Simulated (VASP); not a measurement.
# CaO (Lime) (Fm-3m) in VASP: notebook, part 2 of 2

VASP 6.6.1.

**3. Single point, r2SCAN**

POSCAR reads:

```
CaO
1.0
    0.0000000000      2.3975473901      2.3975473901
    2.3975473901      0.0000000000      2.3975473901
    2.3975473901      2.3975473901      0.0000000000
Ca O
1 1
Direct
    0.0000000000      0.0000000000      0.0000000000
    0.5000000000      0.5000000000      0.5000000000
```

INCAR.step1 reads:

```
ALGO = Normal
EDIFF = 1E-4
ENCUT = 520
GGA = PE
ISMEAR = 0
LASPH = T
LCHARG = F
LREAL = F
LWAVE = T
NBANDS = 15
NELM = 100
PREC = Accurate
SIGMA = 0.01
```

INCAR.step2 reads:

```
ALGO = Normal
EDIFF = 1E-6
ENCUT = 520
ISIF = 2
ISMEAR = 0
ISTART = 1
LASPH = T
LCHARG = T
LELF = T
LMIXTAU = T
LREAL = F
LVHAR = T
LWAVE = F
METAGGA = R2SCAN
NBANDS = 15
NELM = 100
PREC = Accurate
SIGMA = 0.01
```

KPOINTS reads:

```
k-points
0
Gamma
  8 8 8
```

Potentials or basis: VASP PAW PBE potentials, release 64 (Ca_sv, O).

On the command line:

```
$ cat potpaw_PBE.64/Ca_sv/POTCAR potpaw_PBE.64/O/POTCAR > POTCAR
$ cp INCAR.step1 INCAR
$ mpirun -np 1 vasp_std > vasp.out
$ cp INCAR.step2 INCAR
$ mpirun -np 1 vasp_std > vasp.out
```

OUTCAR:

```text
EDIFF = 1E-6
   ENCUT = 520
   ISIF = 2
   ISMEAR = 0
   ISTART = 1
   LASPH = T
   LREAL = F
   METAGGA = R2SCAN
   NELM = 100
   PREC = Accurate

 ion  position               nearest neighbor table
   1  0.000  0.000  0.000-   2 2.40   2 2.40   2 2.40   2 2.40   2 2.40   2 2.40
   2  0.500  0.500  0.500-   1 2.40   1 2.40   1 2.40   1 2.40   1 2.40   1 2.40

  LATTYP: Found a face centered cubic cell.
 ALAT       =     4.7950947802

  Lattice vectors:

 A1 = (   0.0000000000,   2.3975473901,   2.3975473901)
 A2 = (   2.3975473901,   0.0000000000,   2.3975473901)
 A3 = (   2.3975473901,   2.3975473901,   0.0000000000)

Analysis of symmetry for initial positions (statically):
=====================================================================
 Subroutine PRICEL returns:
 Original cell was already a primitive cell.

 Routine SETGRP: Setting up the symmetry group for a
 face centered cubic supercell.

 Subroutine GETGRP returns: Found 48 space group operations
 (whereof 48 operations were pure point group operations)
 out of a pool of 48 trial point group operations.

The static configuration has the point symmetry O_h .

Analysis of symmetry for dynamics (positions and initial velocities):
=====================================================================
 Subroutine PRICEL returns:
 Original cell was already a primitive cell.

 Routine SETGRP: Setting up the symmetry group for a
 face centered cubic supercell.

 Subroutine GETGRP returns: Found 48 space group operations
 (whereof 48 operations were pure point group operations)
 out of a pool of 48 trial point group operations.

The dynamic configuration has the point symmetry O_h .

 Subroutine INISYM returns: Found 48 space group operations
 (whereof 48 operations are pure point group operations),
 and found     1 'primitive' translations

----------------------------------------------------------------------------------------

                                     Primitive cell

  volume of cell :      27.5633

[... 118 lines left out ...]
   LRPA    =     F    only Hartree local field effects (RPA)
 non-spin polarized calculation
 Gauss-broadening in eV      SIGMA  =   0.01
  energy-cutoff  :      520.00
  volume of cell :       27.56
 maximum number of plane-waves:       754
 NGX is ok and might be reduce to    28
   NGX = 13   NGY = 13   NGZ = 13

 number of electron      15.9999997 magnetization

 Free energy of the ion-electron system (eV)
  ---------------------------------------------------
  ext. energy  EPLUGINS =         0.00000000
  ---------------------------------------------------
  free energy    TOTEN  =       -19.45304702 eV

  energy without entropy =      -19.45304702  energy(sigma->0) =      -19.45304702

 E-fermi :   2.2208     XC(G=0): -11.1120

 val. band max:        2.0547911445   @ k =   0.0000   0.0000   0.0000
 cond. band min:       6.2418570027   @ k =   0.5000   0.5000   0.0000
 fundamental gap:      4.1870658583
 Fermi energy:         2.2207825992

 k-point     1 :       0.0000    0.0000    0.0000
  band No.  band energies     occupation
      1     -36.9711      2.00000
      2     -16.8579      2.00000
      3     -16.8579      2.00000
      4     -16.8579      2.00000
      5     -14.4322      2.00000
      6       2.0548      2.00000
      7       2.0548      2.00000
      8       2.0548      2.00000
      9       7.5434      0.00000
     10       8.9256      0.00000
     11       8.9257      0.00000
     12       8.9257      0.00000
     13      10.5337      0.00000
     14      10.5337      0.00000
[... 401 lines left out ...]
      2     -17.8438      2.00000
      3     -17.0986      2.00000
      4     -16.9846      2.00000
      5     -13.4325      2.00000
      6       0.0190      2.00000
      7       0.9297      2.00000
      8       0.9925      2.00000
      9       9.4642      0.00000
     10       9.5530      0.00000
     11      11.5493      0.00000
     12      11.7815      0.00000
     13      13.0886      0.00000
     14      14.8587      0.00000
     15      17.0271      0.00000

 [... further k-points ...]

------------------------ aborting loop because EDIFF is reached ----------------------------------------

  FORCE on cell =-STRESS in cart. coord.  units (eV):
  Direction    XX          YY          ZZ          XY          YZ          ZX
  --------------------------------------------------------------------------------------
  -------------------------------------------------------------------------------------
  Total        0.1781129      0.1781129      0.1781129      0.0000000      0.0000000      0.0000000
  in kB       10.3531941     10.3531941     10.3531941      0.0000000      0.0000000      0.0000000
  external PRESSURE =      10.3531941 kB  Pullay stress =       0.0000000 kB

 VOLUME and BASIS-vectors are now :
 -----------------------------------------------------------------------------
  energy-cutoff  :      520.00
  volume of cell :       27.56
      direct lattice vectors                 reciprocal lattice vectors
     0.000000000  2.397547390  2.397547390    -0.208546451  0.208546451  0.208546451
     2.397547390  0.000000000  2.397547390     0.208546451 -0.208546451  0.208546451
     2.397547390  2.397547390  0.000000000     0.208546451  0.208546451 -0.208546451

 POSITION                                       TOTAL-FORCE (eV/Angst)
 -----------------------------------------------------------------------------------
      0.00000      0.00000      0.00000        -0.000000      0.000000     -0.000000
      2.39755      2.39755      2.39755         0.000000     -0.000000      0.000000
 -----------------------------------------------------------------------------------
    total drift:                                0.000000      0.000000      0.000000

  FREE ENERGIE OF THE ION-ELECTRON SYSTEM (eV)
  ---------------------------------------------------
  free  energy   TOTEN  =       -19.4530470210 eV

  energy  without entropy=      -19.4530470210  energy(sigma->0) =      -19.45304702
```

Run time: 32 s. Hardware: 1 thread of Intel Xeon 6975P-C (Granite Rapids), shared host; peak memory 0.16 GiB.

Results:

- Free energy: -19.4530 eV
- Pressure: 1.0 GPa
- Band gap on the k mesh: 4.19 eV, indirect (least direct gap 4.56 eV)

Caveat: the PAW data sets were made with another functional, which shifts forces and pressure a little. r2SCAN opens gaps a little over a GGA but as a rule still falls short of measured ones.
